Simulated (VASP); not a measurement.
# Si7Ni8 (P1) in VASP: relaxation of cell and atoms with PBE

Aim: the relaxation of cell and atoms of Si7Ni8 with PBE.

Program: VASP 6.6.1. These are calculated values, not measurements. Logs are shortened: lines on timing, memory, paths and dates and some standing lists are left out, and cuts for length are marked.

**1. The cell of the first run**

The typed cell holds 15 atoms: a = 6.111 Å, b = 6.491 Å, c = 6.491 Å, α = 60.26°, β = 61.92°, γ = 61.92°.

**2. Relaxation of cell and atoms, PBE**

INCAR

```
SYSTEM = Si7Ni8
PREC     = Accurate       ! precision mode
ENCUT    = 600            ! plane-wave cutoff, eV
EDIFF    = 1E-6           ! SCF threshold, eV
ISMEAR   = 0              ! smearing method
SIGMA    = 0.1            ! smearing width, eV
LREAL    = Auto         
LASPH    = .TRUE.         ! aspherical terms in the spheres
NELM     = 100            ! most SCF steps
ALGO     = Normal         ! electronic algorithm
ISIF     = 3              ! what is computed and relaxed
LWAVE    = .FALSE.        ! write WAVECAR
LCHARG   = .FALSE.        ! write CHGCAR
GGA      = PE             ! functional
IBRION   = 2              ! ionic algorithm
NSW      = 70             ! ionic steps
EDIFFG   = -0.04          ! ionic threshold
ISYM     = 0
```

KPOINTS

```
Automatic mesh
0
G
  3 3 3
  0 0 0
```

POSCAR

```
Si7Ni8
1.0
   -6.1105671079      0.0000000000      0.0000000000
   -3.0552835540      3.2583147315     -4.7093899747
   -3.0552835540     -3.2583147315     -4.7093899747
Si Ni
7 8
Direct
    0.6645147625      0.3304738376      0.8304334349
    0.1635489321      0.3333858536      0.8296848815
    0.6707697353      0.8289011925      0.3304093166
    0.1713751123      0.8257853195      0.3317569449
    0.5743316445      0.4295739239      0.4178485724
    0.0734564375      0.9192291477      0.9218785824
    0.5763539359      0.9222952812      0.9262240983
    0.4213298333      0.5737884804      0.0794326022
    0.9185705266      0.5747921655      0.0809724611
    0.4221141772      0.0778024491      0.5762295399
    0.9208232404      0.0785412007      0.5762862805
    0.8278057091      0.6710275766      0.6659849101
    0.3226167315      0.6720287487      0.6686985093
    0.8319831286      0.1711801942      0.1710534687
    0.3258424234      0.1768615983      0.1672027728
```

Potentials or basis: VASP PAW PBE potentials, release 64 (Si, Ni).

Started as:

```sh
> cat potpaw_PBE.64/Si/POTCAR potpaw_PBE.64/Ni/POTCAR > POTCAR
> mpirun -np 1 vasp_std > vasp.out
```

OUTCAR:

```text
SYSTEM = Si7Ni8
   PREC = Accurate
   ENCUT = 600
   EDIFF = 1E-6
   ISMEAR = 0
   LREAL = Auto
   LASPH = .TRUE.
   NELM = 100
   ISIF = 3
   GGA = PE
   IBRION = 2
   NSW = 70
   EDIFFG = -0.04
   ISYM = 0

 ion  position               nearest neighbor table
   1  0.665  0.330  0.830-   8 2.32  15 2.36  11 2.38  12 2.40  13 2.40  14 2.42   7 2.66   5 2.69
                             6 2.70   2 3.05   2 3.06
   2  0.164  0.333  0.830-   9 2.32  14 2.36  13 2.38  12 2.38  15 2.39  10 2.40   5 2.71   7 2.71
                             6 2.72   1 3.05   1 3.06
   3  0.671  0.829  0.330-  10 2.33  12 2.35   9 2.37  14 2.41  13 2.41  15 2.43   5 2.66   7 2.66
                             6 2.67   4 3.05   4 3.06
   4  0.171  0.826  0.332-  11 2.34  13 2.35   8 2.38  12 2.38  14 2.40  15 2.43   5 2.63   7 2.67
                             6 2.71   3 3.05   3 3.06
   5  0.574  0.430  0.418-  13 2.32   9 2.36   8 2.38  14 2.38  10 2.43  11 2.43   4 2.63   3 2.66
                             1 2.69   2 2.71
   6  0.073  0.919  0.922-  13 2.36  14 2.36  11 2.39   9 2.40   8 2.42  10 2.43   3 2.67   1 2.70
                             4 2.71   2 2.72   7 3.02   7 3.10
   7  0.576  0.922  0.926-  15 2.33   9 2.40  12 2.41  11 2.42   8 2.43  10 2.43   1 2.66   3 2.66
                             4 2.67   2 2.71   6 3.02   6 3.10
   8  0.421  0.574  0.079-   1 2.32   4 2.38   5 2.38   6 2.42   7 2.43  15 2.64  14 2.68  12 2.70
                            13 2.71   9 3.05   9 3.06
   9  0.919  0.575  0.081-   2 2.32   5 2.36   3 2.37   6 2.40   7 2.40  14 2.64  15 2.65  13 2.69
                            12 2.71   8 3.05   8 3.06
  10  0.422  0.078  0.576-   3 2.33   2 2.40   6 2.43   5 2.43   7 2.43  12 2.67  14 2.68  15 2.69
                            13 2.69  11 3.05  11 3.06
  11  0.921  0.079  0.576-   4 2.34   1 2.38   6 2.39   7 2.42   5 2.43  14 2.65  13 2.66  15 2.68
                            12 2.69  10 3.05  10 3.06
  12  0.828  0.671  0.666-   3 2.35   2 2.38   4 2.38   1 2.40   7 2.41  10 2.67  11 2.69   8 2.70
                             9 2.71  13 3.03  13 3.08
  13  0.323  0.672  0.669-   5 2.32   4 2.35   6 2.36   2 2.38   1 2.40   3 2.41  11 2.66   9 2.69
                            10 2.69   8 2.71  12 3.03  12 3.08
  14  0.832  0.171  0.171-   6 2.36   2 2.36   5 2.38   4 2.40   3 2.41   1 2.42   9 2.64  11 2.65
                             8 2.68  10 2.68  15 3.02
  15  0.326  0.177  0.167-   7 2.33   1 2.36   2 2.39   4 2.43   3 2.43   8 2.64   9 2.65  11 2.68
                            10 2.69  14 3.02

IMPORTANT INFORMATION: All symmetrisations will be switched off!
NOSYMM: (Re-)initialisation of all symmetry stuff for point group C_1.

----------------------------------------------------------------------------------------

                                     Primitive cell

  volume of cell :     187.5293

  direct lattice vectors                    reciprocal lattice vectors
    -6.110567108  0.000000000  0.000000000    -0.163650932  0.000000000  0.106170863
    -3.055283554  3.258314732 -4.709389975     0.000000000  0.153453561 -0.106170863
    -3.055283554 -3.258314732 -4.709389975     0.000000000 -0.153453561 -0.106170863

  length of vectors
     6.110567108  6.490741592  6.490741592     0.195074036  0.186601843  0.186601843

  position of ions in fractional coordinates (direct lattice)
     0.664514762  0.330473838  0.830433435
     0.163548932  0.333385854  0.829684882
     0.670769735  0.828901192  0.330409317
     0.171375112  0.825785319  0.331756945
     0.574331644  0.429573924  0.417848572
     0.073456437  0.919229148  0.921878582
     0.576353936  0.922295281  0.926224098
     0.421329833  0.573788480  0.079432602
     0.918570527  0.574792165  0.080972461
     0.422114177  0.077802449  0.576229540
     0.920823240  0.078541201  0.576286280
     0.827805709  0.671027577  0.665984910
     0.322616731  0.672028749  0.668698509
     0.831983129  0.171180194  0.171053469
     0.325842423  0.176861598  0.167202773

  ion indices of the primitive-cell ions
   primitive index   ion index
                 1           1
                 2           2
                 3           3
                 4           4
                 5           5
                 6           6
                 7           7
                 8           8
                 9           9
                10          10
                11          11
                12          12
                13          13
                14          14
                15          15

----------------------------------------------------------------------------------------

 KPOINTS: Automatic mesh

Automatic generation of k-mesh.
 Grid dimensions read from file:
 generate k-points for:    3    3    3

 Generating k-lattice:

  Cartesian coordinates                     Fractional coordinates (reciprocal lattice)
    -0.054550311  0.000000000  0.035390288     0.333333333 -0.000000000 -0.000000000
     0.000000000  0.051151187 -0.035390288     0.000000000  0.333333333  0.000000000
     0.000000000 -0.051151187 -0.035390288     0.000000000  0.000000000  0.333333333

  Length of vectors
     0.065024679  0.062200614  0.062200614

  Shift w.r.t. Gamma in fractional coordinates (k-lattice)
     0.000000000  0.000000000  0.000000000

 Subroutine IBZKPT returns following result:
 ===========================================

 Found     14 irreducible k-points:

 Following reciprocal coordinates:
            Coordinates               Weight
  0.000000  0.000000  0.000000      1.000000
  0.333333  0.000000  0.000000      2.000000
  0.333333  0.333333  0.333333      2.000000
  0.000000  0.333333 -0.000000      2.000000
  0.000000  0.000000 -0.333333      2.000000
  0.333333  0.333333  0.000000      2.000000
  0.333333  0.000000  0.333333      2.000000
 -0.333333  0.333333 -0.000000      2.000000
 -0.333333  0.333333 -0.333333      2.000000
  0.333333  0.000000 -0.333333      2.000000
  0.333333  0.333333 -0.333333      2.000000
  0.000000  0.333333  0.333333      2.000000
 -0.333333  0.333333  0.333333      2.000000
  0.000000 -0.333333  0.333333      2.000000
   k-points           NKPTS =     14   k-points in BZ     NKDIM =     14   number of bands    NBANDS=     64
   number of dos      NEDOS =    301   number of ions     NIONS =     15
   total plane-waves  NPLWV = 145800
   dimension x,y,z NGX =    50 NGY =   54 NGZ =   54
   dimension x,y,z NGXF=   100 NGYF=  108 NGZF=  108
   ions per type =               7   8
   NGX,Y,Z   is equivalent  to a cutoff of  13.60, 13.83, 13.83 a.u.
   NGXF,Y,Z  is equivalent  to a cutoff of  27.21, 27.66, 27.66 a.u.
 SYSTEM =  Si7Ni8
   PREC   = accura    normal or accurate (medium, high low for compatibility)
   ISTART =      0    job   : 0-new  1-cont  2-samecut
   ICHARG =      2    charge: 1-file 2-atom 10-const
   ISPIN  =      1    spin polarized calculation?
   LNONCOLLINEAR =      F non collinear calculations
   LSORBIT =      F    spin-orbit coupling
   LASPH  =      T    aspherical Exc in radial PAW
   ENCUT  =  600.0 eV  44.10 Ry    6.64 a.u.  12.20 12.96 12.96*2*pi/ulx,y,z
   NELM   =    100;   NELMIN=  2; NELMDL= -5     # of ELM steps
   EDIFF  = 0.1E-05   stopping-criterion for ELM
   LREAL  =      T    real-space projection
   EDIFFG = -.4E-01   stopping-criterion for IOM
   NSW    =     70    number of steps for IOM
   IBRION =      2    ionic relax: 0-MD 1-quasi-New 2-CG
   NFREE  =      1    steps in history (QN), initial steepest desc. (CG)
   ISIF   =      3    stress and relaxation
   ISYM   =      0    0-nonsym 1-usesym 2-fastsym
   POTIM  = 0.5000    time-step for ionic-motion
   TEBEG  =    0.0;   TEEND  =   0.0 temperature during run
   PSTRESS=    0.0 pullay stress
   NELECT =     108.0000    total number of electrons
   NUPDOWN=      -1.0000    fix difference up-down
   EMIN   =  10.00;   EMAX   =-10.00  energy-range for DOS
   EFERMI =   0.00;   METHOD = LEGACY
   ISMEAR =     0;   SIGMA  =   0.10  broadening in eV -4-tet -1-fermi 0-gaus
   EFERMI_NEDOS =   21; number of points for ismear=-14 and -15
   IALGO  =     38    algorithm
   IMIX   =      4    mixing-type and parameters
     AMIX     =   0.40;   BMIX     =  1.00
     AMIX_MAG =   1.60;   BMIX_MAG =  1.00
  volume/ion in A,a.u.               =      12.50        84.37
  Fermi-wavevector in a.u.,A,eV,Ry     =   1.362050  2.573901 25.241255  1.855180
  Thomas-Fermi vector in A             =   2.488573
   LORBIT       =      0    0 simple, 1 ext, 2 COOP (PROOUT), +10 PAW based schemes
   GGA     = PE    functional components
   LHFCALC =     F    Hartree Fock is set to
   AEXX    =    0.0000 exact exchange contribution
   IVDW    =     0    specifies the selected vdW correction
   LEPSILON=     F    determine dielectric tensor
   LRPA    =     F    only Hartree local field effects (RPA)
 conjugate gradient relaxation of ions
 non-spin polarized calculation
 Gauss-broadening in eV      SIGMA  =   0.10
  energy-cutoff  :      600.00
  volume of cell :      187.53
 maximum number of plane-waves:      6275
 NGX is ok and might be reduce to    50
   NGX = 25   NGY = 25   NGZ = 25

--------------------------------------- Ionic step        1  -------------------------------------------

 number of electron     108.0000012 magnetization

 Free energy of the ion-electron system (eV)
  ---------------------------------------------------
  ext. energy  EPLUGINS =         0.00000000
  ---------------------------------------------------
  free energy    TOTEN  =       -87.13774633 eV

  energy without entropy =      -87.10809160  energy(sigma->0) =      -87.12291896

 E-fermi :   9.5825     XC(G=0): -12.0517

 val. band max:        9.5596596860   @ k =  -0.3333   0.3333  -0.0000
 cond. band min:       9.5872951025   @ k =  -0.3333   0.3333  -0.3333
 fundamental gap:      0.0276354165
 Fermi energy:         9.5824686739

 k-point     1 :       0.0000    0.0000    0.0000
  band No.  band energies     occupation
      1      -3.2157      2.00000
      2       0.4572      2.00000
      3       0.5495      2.00000
      4       1.0246      2.00000
      5       1.4325      2.00000
      6       2.1555      2.00000
[... 1067 lines left out ...]
  FREE ENERGIE OF THE ION-ELECTRON SYSTEM (eV)
  ---------------------------------------------------
  free  energy   TOTEN  =       -87.3585010003 eV

  energy  without entropy=      -87.3285051541  energy(sigma->0) =      -87.34350308

[... ionic steps 4 to 7 ...]

--------------------------------------- Ionic step        8  -------------------------------------------

 number of electron     108.0000009 magnetization

------------------------ aborting loop because EDIFF is reached ----------------------------------------

  FORCE on cell =-STRESS in cart. coord.  units (eV):
  Direction    XX          YY          ZZ          XY          YZ          ZX
  --------------------------------------------------------------------------------------
  -------------------------------------------------------------------------------------
  Total        0.1746389      0.4554837      0.0993489      0.0088424      0.1223753      0.0047493
  in kB        1.5548807      4.0553561      0.8845434      0.0787279      1.0895567      0.0422847
  external PRESSURE =       2.1649267 kB  Pullay stress =       0.0000000 kB
[... 83 lines left out ...]
  energy  without entropy=      -87.4943974612  energy(sigma->0) =      -87.51165533

--------------------------------------- Ionic step       10  -------------------------------------------

 number of electron     108.0000009 magnetization

 Free energy of the ion-electron system (eV)
  ---------------------------------------------------
  ext. energy  EPLUGINS =         0.00000000
  ---------------------------------------------------
  free energy    TOTEN  =       -87.52972248 eV

  energy without entropy =      -87.49539278  energy(sigma->0) =      -87.51255763

 E-fermi :  10.1022     XC(G=0): -12.2503

 val. band max:       10.0921698624   @ k =   0.0000   0.0000  -0.3333
 cond. band min:      10.1523173710   @ k =   0.3333   0.0000  -0.3333
 fundamental gap:      0.0601475086
 Fermi energy:        10.1021693768

 k-point     1 :       0.0000    0.0000    0.0000
  band No.  band energies     occupation
      1      -3.0001      2.00000
      2       0.6571      2.00000
      3       0.7610      2.00000
      4       1.5693      2.00000
      5       1.7676      2.00000
      6       2.4732      2.00000
[... 969 lines left out ...]
  FREE ENERGIE OF THE ION-ELECTRON SYSTEM (eV)
  ---------------------------------------------------
  free  energy   TOTEN  =       -87.5297224791 eV

  energy  without entropy=      -87.4953927845  energy(sigma->0) =      -87.51255763

 reached required accuracy - stopping structural energy minimisation
```

Run time: 68 min. Hardware: 1 thread of Intel Xeon Platinum 8259CL at 2.50GHz (Skylake/Cascade Lake), shared host; peak memory 0.46 GiB.

Results:

```yaml
Free_energy: -87.5297 eV
Relaxed_volume: 12.04 Å³/atom
Relaxed_cell: a = 5.807 Å, b = 6.479 Å, c = 6.479 Å, α = 59.99°, β = 63.38°, γ = 63.38°
Space_group_after_relaxing_to_0.05_Å: Imm2 (No. 44)
Energy_gained_by_relaxing: 26.1 meV/atom
Ionic_steps: 10
Pressure_after_relaxing: -0.5 GPa
Largest_force_after_relaxing: 0.037 eV/Å
Band_gap_on_the_k_mesh: zero (band 54 reaches 10.16 eV, above the bottom of band 55 at 9.64 eV)
```

Forces on the atoms (eV/Å):
```
Si   0.018 -0.004 -0.014
Si  -0.006 -0.010 -0.024
Si   0.000  0.005 -0.013
Si  -0.022  0.004 -0.011
Si  -0.002  0.008 -0.008
Si   0.007 -0.008  0.035
Si   0.002 -0.001  0.009
Ni   0.003 -0.014  0.000
Ni   0.009 -0.011 -0.004
Ni   0.007  0.016 -0.022
Ni  -0.005  0.014 -0.007
Ni   0.009 -0.013  0.018
Ni   0.009  0.008  0.014
Ni  -0.013  0.000  0.033
Ni  -0.017  0.005 -0.006
```

The path:
```tsv
step	energy change (eV)	largest force (eV/Å)	pressure (GPa)	volume (Å³)
1	0.0000	0.7591	-4.54	187.53
2	-0.2130	0.3966	3.62	178.07
3	-0.2208	0.4223	2.19	179.50
4	-0.3125	0.2987	0.16	180.77
5	-0.3172	0.3645	-0.34	181.15
6	-0.3535	0.2541	-0.27	180.82
7	-0.3762	0.2567	-0.06	180.27
8	-0.3905	0.0912	0.22	179.95
9	-0.3912	0.0927	0.30	179.87
10	-0.3920	0.0371	-0.52	180.66
```

Final structure:
```cif
data_structure
_symmetry_space_group_name_H-M 'P 1'
_symmetry_Int_Tables_number 1
_cell_length_a 5.8074
_cell_length_b 6.4792
_cell_length_c 6.4794
_cell_angle_alpha 59.990
_cell_angle_beta 63.378
_cell_angle_gamma 63.376
_cell_volume 180.66
loop_
_atom_site_label
_atom_site_type_symbol
_atom_site_fract_x
_atom_site_fract_y
_atom_site_fract_z
_atom_site_occupancy
Si1 Si 0.68248 0.33541 0.81683 1
Si2 Si 0.16103 0.33528 0.81644 1
Si3 Si 0.68098 0.81792 0.33454 1
Si4 Si 0.16118 0.81778 0.33445 1
Si5 Si 0.57739 0.42019 0.41985 1
Si6 Si 0.07802 0.92014 0.91929 1
Si7 Si 0.57545 0.92307 0.92240 1
Ni1 Ni 0.41232 0.57818 0.08374 1
Ni2 Ni 0.92174 0.57763 0.08443 1
Ni3 Ni 0.41261 0.08398 0.57723 1
Ni4 Ni 0.92165 0.08484 0.57698 1
Ni5 Ni 0.81743 0.68146 0.67983 1
Ni6 Ni 0.32589 0.67167 0.67204 1
Ni7 Ni 0.82449 0.17308 0.17273 1
Ni8 Ni 0.33277 0.16503 0.16331 1
```

Caveat: the k points lie up to 0.42 Å⁻¹ apart in the final cell.
